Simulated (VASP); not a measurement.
# Si2Ni (Fm-3m) in VASP: a series of runs

Si2Ni is run at these levels: PBE; tasks: density of states, vibrations by perturbation theory.

All numbers are computed with VASP 6.6.1; they aren't measurements. Logs are shortened: lines on timing, memory, paths and dates and some standing lists are left out, and cuts for length are marked.

### 1 The cell of the first run

Symmetry: Fm-3m, No. 225, cubic system. The conventional cell has a = 5.447 Å, b = 5.447 Å, c = 5.447 Å, α = 90.00°, β = 90.00°, γ = 90.00°. Within 3.1 Å of Si (site symmetry -43m) lie 4 Ni at 2.36 Å and 6 Si at 2.72 Å. Ni (site symmetry m-3m) has 8 Si at 2.36 Å within 3.1 Å.

### 2 Density of states, PBE

Contents of POSCAR:

```
Si2Ni
1.0
    0.0000000000      2.7234609380      2.7234609380
    2.7234609380      0.0000000000      2.7234609380
    2.7234609380      2.7234609380      0.0000000000
Si Ni
2 1
Direct
    0.2500000000      0.2500000000      0.2500000000
    0.7500000000      0.7500000000      0.7500000000
    0.0000000000      0.0000000000      0.0000000000
```

Contents of INCAR.step1:

```
PREC = Accurate
ENCUT = 520
EDIFF = 1E-6
ISMEAR = 0
SIGMA = 0.1
LREAL = F
LASPH = T
NELM = 60
ALGO = Normal
ISIF = 2
LWAVE = F
LCHARG = T
LMAXMIX = 4
GGA = PE
NBANDS = 16
```

Contents of KPOINTS.step1:

```
regular mesh
0
Gamma
  14 14 14
```

Contents of INCAR.step2:

```
PREC = Accurate
ENCUT = 520
EDIFF = 1E-6
ISMEAR = -5
SIGMA = 0.1
LREAL = F
LASPH = T
NELM = 60
ALGO = Normal
ISIF = 2
LWAVE = F
LCHARG = F
LMAXMIX = 4
GGA = PE
LORBIT = 10
NBANDS = 16
NEDOS = 2001
ICHARG = 11
```

Contents of KPOINTS.step2:

```
regular mesh
0
Gamma
  21 21 21
```

Potentials or basis: VASP PAW PBE potentials, release 64 (Si, Ni).

The run is started by

```
$ cat potpaw_PBE.64/Si/POTCAR potpaw_PBE.64/Ni/POTCAR > POTCAR
$ cp INCAR.step1 INCAR
$ cp KPOINTS.step1 KPOINTS
$ mpirun -np 1 vasp_std > vasp.out
$ cp INCAR.step2 INCAR
$ cp KPOINTS.step2 KPOINTS
$ mpirun -np 1 vasp_std > vasp.out
```

OUTCAR:

```text
PREC = Accurate
   ENCUT = 520
   EDIFF = 1E-6
   ISMEAR = -5
   LREAL = F
   LASPH = T
   NELM = 60
   ISIF = 2
   GGA = PE
   LORBIT = 10
   ICHARG = 11

 ion  position               nearest neighbor table
   1  0.250  0.250  0.250-   3 2.36   3 2.36   3 2.36   3 2.36   2 2.72   2 2.72   2 2.72   2 2.72
                             2 2.72   2 2.72
   2  0.750  0.750  0.750-   3 2.36   3 2.36   3 2.36   3 2.36   1 2.72   1 2.72   1 2.72   1 2.72
                             1 2.72   1 2.72
   3  0.000  0.000  0.000-   2 2.36   2 2.36   2 2.36   1 2.36   1 2.36   1 2.36   2 2.36   1 2.36

  LATTYP: Found a face centered cubic cell.
 ALAT       =     5.4469218760

  Lattice vectors:

 A1 = (   0.0000000000,   2.7234609380,   2.7234609380)
 A2 = (   2.7234609380,   0.0000000000,   2.7234609380)
 A3 = (   2.7234609380,   2.7234609380,   0.0000000000)

Analysis of symmetry for initial positions (statically):
=====================================================================
 Subroutine PRICEL returns:
 Original cell was already a primitive cell.

 Routine SETGRP: Setting up the symmetry group for a
 face centered cubic supercell.

 Subroutine GETGRP returns: Found 48 space group operations
 (whereof 48 operations were pure point group operations)
 out of a pool of 48 trial point group operations.

The static configuration has the point symmetry O_h .

Analysis of symmetry for dynamics (positions and initial velocities):
=====================================================================
 Subroutine PRICEL returns:
 Original cell was already a primitive cell.

 Routine SETGRP: Setting up the symmetry group for a
 face centered cubic supercell.

 Subroutine GETGRP returns: Found 48 space group operations
 (whereof 48 operations were pure point group operations)
 out of a pool of 48 trial point group operations.

The dynamic configuration has the point symmetry O_h .

 Subroutine INISYM returns: Found 48 space group operations
 (whereof 48 operations are pure point group operations),
 and found     1 'primitive' translations

----------------------------------------------------------------------------------------

                                     Primitive cell

  volume of cell :      40.4011

  direct lattice vectors                    reciprocal lattice vectors
     0.000000000  2.723460938  2.723460938    -0.183589929  0.183589929  0.183589929
     2.723460938  0.000000000  2.723460938     0.183589929 -0.183589929  0.183589929
     2.723460938  2.723460938  0.000000000     0.183589929  0.183589929 -0.183589929

  length of vectors
     3.851555395  3.851555395  3.851555395     0.317987085  0.317987085  0.317987085

  position of ions in fractional coordinates (direct lattice)
     0.250000000  0.250000000  0.250000000
     0.750000000  0.750000000  0.750000000
     0.000000000  0.000000000  0.000000000

  ion indices of the primitive-cell ions
   primitive index   ion index
                 1           1
                 2           2
                 3           3

----------------------------------------------------------------------------------------

 KPOINTS: regular mesh

Automatic generation of k-mesh.
 Grid dimensions read from file:
 generate k-points for:   21   21   21

 Generating k-lattice:

  Cartesian coordinates                     Fractional coordinates (reciprocal lattice)
    -0.008742378  0.008742378  0.008742378     0.047619048  0.000000000  0.000000000
     0.008742378 -0.008742378  0.008742378     0.000000000  0.047619048  0.000000000
     0.008742378  0.008742378 -0.008742378     0.000000000  0.000000000  0.047619048

  Length of vectors
     0.015142242  0.015142242  0.015142242

  Shift w.r.t. Gamma in fractional coordinates (k-lattice)
     0.000000000  0.000000000  0.000000000

 TETIRR: Found   1276 inequivalent tetrahedra from    55566

 Subroutine IBZKPT returns following result:
 ===========================================

 Found    286 irreducible k-points:

 Following reciprocal coordinates:
            Coordinates               Weight
  0.000000  0.000000  0.000000      1.000000
  0.047619  0.000000  0.000000      8.000000
  0.095238  0.000000  0.000000      8.000000
  0.142857  0.000000  0.000000      8.000000
  0.190476  0.000000  0.000000      8.000000
  0.238095  0.000000  0.000000      8.000000
[... 16 lines left out ...]
 -0.428571  0.047619  0.000000     24.000000
 -0.380952  0.047619  0.000000     24.000000
 [... further k-points ...]
   k-points           NKPTS =    286   k-points in BZ     NKDIM =    286   number of bands    NBANDS=     16
   number of dos      NEDOS =   2001   number of ions     NIONS =      3
   total plane-waves  NPLWV =  27000
   dimension x,y,z NGX =    30 NGY =   30 NGZ =   30
   dimension x,y,z NGXF=    60 NGYF=   60 NGZF=   60
   ions per type =               2   1
   NGX,Y,Z   is equivalent  to a cutoff of  12.95, 12.95, 12.95 a.u.
   NGXF,Y,Z  is equivalent  to a cutoff of  25.90, 25.90, 25.90 a.u.
 SYSTEM =  unknown system
   PREC   = accura    normal or accurate (medium, high low for compatibility)
   ISTART =      0    job   : 0-new  1-cont  2-samecut
   ICHARG =     11    charge: 1-file 2-atom 10-const
   ISPIN  =      1    spin polarized calculation?
   LNONCOLLINEAR =      F non collinear calculations
   LSORBIT =      F    spin-orbit coupling
   LASPH  =      T    aspherical Exc in radial PAW
   ENCUT  =  520.0 eV  38.22 Ry    6.18 a.u.   7.16  7.16  7.16*2*pi/ulx,y,z
   NELM   =     60;   NELMIN=  2; NELMDL=  0     # of ELM steps
   EDIFF  = 0.1E-05   stopping-criterion for ELM
   LREAL  =      F    real-space projection
   EDIFFG = 0.1E-04   stopping-criterion for IOM
   NSW    =      0    number of steps for IOM
   IBRION =     -1    ionic relax: 0-MD 1-quasi-New 2-CG
   NFREE  =      0    steps in history (QN), initial steepest desc. (CG)
   ISIF   =      2    stress and relaxation
   ISYM   =      2    0-nonsym 1-usesym 2-fastsym
   POTIM  = 0.5000    time-step for ionic-motion
   TEBEG  =    0.0;   TEEND  =   0.0 temperature during run
   PSTRESS=    0.0 pullay stress
   NELECT =      18.0000    total number of electrons
   NUPDOWN=      -1.0000    fix difference up-down
   EMIN   =  10.00;   EMAX   =-10.00  energy-range for DOS
   EFERMI =   0.00;   METHOD = LEGACY
   ISMEAR =    -5;   SIGMA  =   0.10  broadening in eV -4-tet -1-fermi 0-gaus
   EFERMI_NEDOS =   21; number of points for ismear=-14 and -15
   IALGO  =     38    algorithm
   IMIX   =      4    mixing-type and parameters
     AMIX     =   0.40;   BMIX     =  1.00
     AMIX_MAG =   1.60;   BMIX_MAG =  1.00
  volume/ion in A,a.u.               =      13.47        90.88
  Fermi-wavevector in a.u.,A,eV,Ry     =   1.250358  2.362835 21.271296  1.563396
  Thomas-Fermi vector in A             =   2.384356
   LORBIT       =     10    0 simple, 1 ext, 2 COOP (PROOUT), +10 PAW based schemes
   GGA     = PE    functional components
   LHFCALC =     F    Hartree Fock is set to
   AEXX    =    0.0000 exact exchange contribution
   IVDW    =     0    specifies the selected vdW correction
   LEPSILON=     F    determine dielectric tensor
   LRPA    =     F    only Hartree local field effects (RPA)
 non-spin polarized calculation
 Fermi weights with tetrahedron method with Bloechl corrections
  energy-cutoff  :      520.00
  volume of cell :       40.40
 maximum number of plane-waves:      1113
 NGX is ok and might be reduce to    30

 number of electron      17.9999991 magnetization

 Free energy of the ion-electron system (eV)
  ---------------------------------------------------
  ext. energy  EPLUGINS =         0.00000000
  ---------------------------------------------------
  free energy    TOTEN  =       -17.36898233 eV

  energy without entropy =      -17.36898233  energy(sigma->0) =      -17.36898233

 E-fermi :  10.1072     XC(G=0): -11.4828

 val. band max:       10.1426621172   @ k =   0.1905   0.0476   0.0000
 cond. band min:      10.0123968795   @ k =   0.2381   0.1905   0.0476
 fundamental gap:     -0.1302652377
 Fermi energy:        10.1072018792

 k-point     1 :       0.0000    0.0000    0.0000
  band No.  band energies     occupation
      1      -3.5166      2.00000
      2       5.0701      2.00000
      3       5.0701      2.00000
      4       5.0701      2.00000
      5       6.7404      2.00000
      6       6.7404      2.00000
[... 8 lines left out ...]
     15      14.7985      0.00000
     16      14.7985      0.00000

 k-point     2 :       0.0476    0.0000    0.0000
  band No.  band energies     occupation
      1      -3.4835      2.00000
      2       4.9975      2.00000
      3       5.0808      2.00000
      4       5.0808      2.00000
      5       6.7339      2.00000
      6       6.7339      2.00000
[... 8 lines left out ...]
     15      14.6481      0.00000
     16      14.7371      0.00000

 k-point     3 :       0.0952    0.0000    0.0000
  band No.  band energies     occupation
      1      -3.3844      2.00000
      2       4.7864      2.00000
      3       5.1121      2.00000
      4       5.1121      2.00000
      5       6.7162      2.00000
      6       6.7162      2.00000
[... 8 lines left out ...]
     15      14.3944      0.00000
     16      14.5946      0.00000
[... 362 lines left out ...]
 k-point    23 :      -0.4286    0.0476    0.0000
  band No.  band energies     occupation
      1      -0.7601      2.00000
      2       0.7736      2.00000
      3       5.4200      2.00000
      4       5.5163      2.00000
      5       6.5443      2.00000
      6       6.8188      2.00000
[... 8 lines left out ...]
     15      18.6245      0.00000
     16      19.6703      0.00000

 k-point    24 :      -0.3810    0.0476    0.0000
  band No.  band energies     occupation
      1      -1.2761      2.00000
      2       1.4034      2.00000
      3       5.3852      2.00000
      4       5.5134      2.00000
      5       6.6869      2.00000
      6       6.7221      2.00000
[... 8 lines left out ...]
     15      17.8254      0.00000
     16      19.1175      0.00000

 [... further k-points ...]

------------------------ aborting loop because EDIFF is reached ----------------------------------------

  FORCE on cell =-STRESS in cart. coord.  units (eV):
  Direction    XX          YY          ZZ          XY          YZ          ZX
  --------------------------------------------------------------------------------------
  -------------------------------------------------------------------------------------
  Total       -0.5728501     -0.5728501     -0.5728501     -0.0000000      0.0000000     -0.0000000
  in kB      -22.7173733    -22.7173733    -22.7173733     -0.0000000      0.0000000     -0.0000000
  external PRESSURE =     -22.7173733 kB  Pullay stress =       0.0000000 kB

 VOLUME and BASIS-vectors are now :
 -----------------------------------------------------------------------------
  energy-cutoff  :      520.00
  volume of cell :       40.40
      direct lattice vectors                 reciprocal lattice vectors
     0.000000000  2.723460938  2.723460938    -0.183589929  0.183589929  0.183589929
     2.723460938  0.000000000  2.723460938     0.183589929 -0.183589929  0.183589929
     2.723460938  2.723460938  0.000000000     0.183589929  0.183589929 -0.183589929

 POSITION                                       TOTAL-FORCE (eV/Angst)
 -----------------------------------------------------------------------------------
      1.36173      1.36173      1.36173        -0.000000     -0.000000     -0.000000
      4.08519      4.08519      4.08519         0.000000      0.000000      0.000000
      0.00000      0.00000      0.00000         0.000000      0.000000      0.000000
 -----------------------------------------------------------------------------------
    total drift:                                0.000000     -0.000000     -0.000000

  FREE ENERGIE OF THE ION-ELECTRON SYSTEM (eV)
  ---------------------------------------------------
  free  energy   TOTEN  =       -17.3689823267 eV

  energy  without entropy=      -17.3689823267  energy(sigma->0) =      -17.36898233

 total charge

# of ion       s       p       d       tot
------------------------------------------
    1        0.744   0.830   0.000   1.574
    2        0.744   0.830   0.000   1.574
    3        0.548   0.769   8.432   9.748
--------------------------------------------------
tot          2.035   2.430   8.432  12.896
```

Wall time 84 s (1 thread of Intel Xeon 6975P-C (Granite Rapids), shared host); peak memory 0.3 GiB.

Results:

- Valence electrons inside the program's atomic spheres: Si 1.57; Ni 9.75

Caveat: tetrahedron occupations give inexact forces and stress in metals.

### 3 Vibrations by perturbation theory, PBE

Contents of INCAR:

```
PREC = Accurate
ENCUT = 520
EDIFF = 1E-8
ISMEAR = -1
SIGMA = 0.15
LREAL = F
LASPH = T
NELM = 60
ALGO = Normal
ISIF = 2
LWAVE = F
LCHARG = F
GGA = PE
IBRION = 8
NSW = 1
```

Contents of KPOINTS:

```
regular mesh
0
Gamma
  14 14 14
```

Contents of POSCAR:

```
Si2Ni
1.0
    0.0000000000      2.7235074906      2.7235074906
    2.7235074906      0.0000000000      2.7235074906
    2.7235074906      2.7235074906      0.0000000000
Si Ni
2 1
Direct
    0.2500000000      0.2500000000      0.2500000000
    0.7500000000      0.7500000000      0.7500000000
    0.0000000000      0.0000000000      0.0000000000
```

Potentials or basis: VASP PAW PBE potentials, release 64 (Si, Ni).

The run is started by

```
$ cat potpaw_PBE.64/Si/POTCAR potpaw_PBE.64/Ni/POTCAR > POTCAR
$ mpirun -np 1 vasp_std > vasp.out
```

OUTCAR:

```text
PREC = Accurate
   ENCUT = 520
   EDIFF = 1E-8
   ISMEAR = -1
   LREAL = F
   LASPH = T
   NELM = 60
   ISIF = 2
   GGA = PE
   IBRION = 8
   NSW = 1

 ion  position               nearest neighbor table
   1  0.250  0.250  0.250-   3 2.36   3 2.36   3 2.36   3 2.36   2 2.72   2 2.72   2 2.72   2 2.72
                             2 2.72   2 2.72
   2  0.750  0.750  0.750-   3 2.36   3 2.36   3 2.36   3 2.36   1 2.72   1 2.72   1 2.72   1 2.72
                             1 2.72   1 2.72
   3  0.000  0.000  0.000-   2 2.36   2 2.36   2 2.36   1 2.36   2 2.36   1 2.36   1 2.36   1 2.36

  LATTYP: Found a face centered cubic cell.
 ALAT       =     5.4470149812

  Lattice vectors:

 A1 = (   0.0000000000,   2.7235074906,   2.7235074906)
 A2 = (   2.7235074906,   0.0000000000,   2.7235074906)
[... 628 lines left out ...]
  x     0.00000     0.00000     0.00000     0.00000     0.00000     0.00000
  y     0.00000     0.00000     0.00000     0.00000     0.00000     0.00000
  z     0.00000     0.00000     0.00000     0.00000     0.00000     0.00000

 SECOND DERIVATIVES (NOT SYMMETRIZED)
 ------------------------------------
               1X          1Y          1Z          2X          2Y          2Z          3X          3Y          3Z
  1X    -7.359759    0.000000    0.000000    2.727973    0.000000    0.000000    4.631787    0.000000    0.000000
  1Y     0.000000   -7.359759    0.000000    0.000000    2.727973    0.000000    0.000000    4.631787    0.000000
  1Z     0.000000    0.000000   -7.359759    0.000000    0.000000    2.727973    0.000000    0.000000    4.631787
  2X     2.727973    0.000000    0.000000   -7.359759    0.000000    0.000000    4.631787    0.000000    0.000000
  2Y     0.000000    2.727973    0.000000    0.000000   -7.359759    0.000000    0.000000    4.631787    0.000000
  2Z     0.000000    0.000000    2.727973    0.000000    0.000000   -7.359759    0.000000    0.000000    4.631787
  3X     4.607067   -0.000000   -0.000000    4.607067   -0.000000   -0.000000   -9.214134    0.000000    0.000000
  3Y    -0.000000    4.607067   -0.000000   -0.000000    4.607067   -0.000000    0.000000   -9.214134    0.000000
  3Z    -0.000000   -0.000000    4.607067   -0.000000   -0.000000    4.607067    0.000000    0.000000   -9.214134

 Eigenvectors and eigenvalues of the dynamical matrix
 ----------------------------------------------------

   1 f  =    9.369367 THz    58.869472 2PiTHz  312.528459 cm-1    38.748573 meV
             X         Y         Z           dx          dy          dz
      1.361754  1.361754  1.361754    -0.431324   -0.485004   -0.280589
      4.085261  4.085261  4.085261     0.431324    0.485004    0.280589
      0.000000  0.000000  0.000000    -0.000000   -0.000000    0.000000
[... 43 lines left out ...]
   9 f/i=    0.011863 THz     0.074536 2PiTHz    0.395702 cm-1     0.049061 meV
             X         Y         Z           dx          dy          dz
      1.361754  1.361754  1.361754     0.048774    0.239221    0.429233
      4.085261  4.085261  4.085261     0.048774    0.239221    0.429233
      0.000000  0.000000  0.000000     0.070696    0.346741    0.622157

--------------------------------------------------------------------------------------------------------

 ELASTIC MODULI CONTR FROM IONIC RELAXATION (kBar)
 Direction    XX          YY          ZZ          XY          YZ          ZX
 --------------------------------------------------------------------------------
 XX           0.0000      0.0000      0.0000      0.0000      0.0000      0.0000
 YY           0.0000      0.0000      0.0000      0.0000      0.0000      0.0000
 ZZ           0.0000      0.0000      0.0000      0.0000      0.0000      0.0000
 XY           0.0000      0.0000      0.0000   -365.3284      0.0000      0.0000
 YZ           0.0000      0.0000      0.0000      0.0000   -365.3284      0.0000
 ZX           0.0000      0.0000      0.0000      0.0000      0.0000   -365.3284
 --------------------------------------------------------------------------------
```

It took 4.8 min on 1 thread of Intel Xeon 6975P-C (Granite Rapids), shared host; peak memory 0.58 GiB.

What came out:

```
Highest phonon frequency at Γ, LO-TO splitting left out : 313 cm⁻¹
```

Phonon frequencies in cm⁻¹ (negative: imaginary):
```tsv
q point	frequencies
(0.000, 0.000, 0.000)	0 0 0 296 296 296 313 313 313
```

Spin polarisation is off, so any magnetic state and its effect on volume and gap are missing.
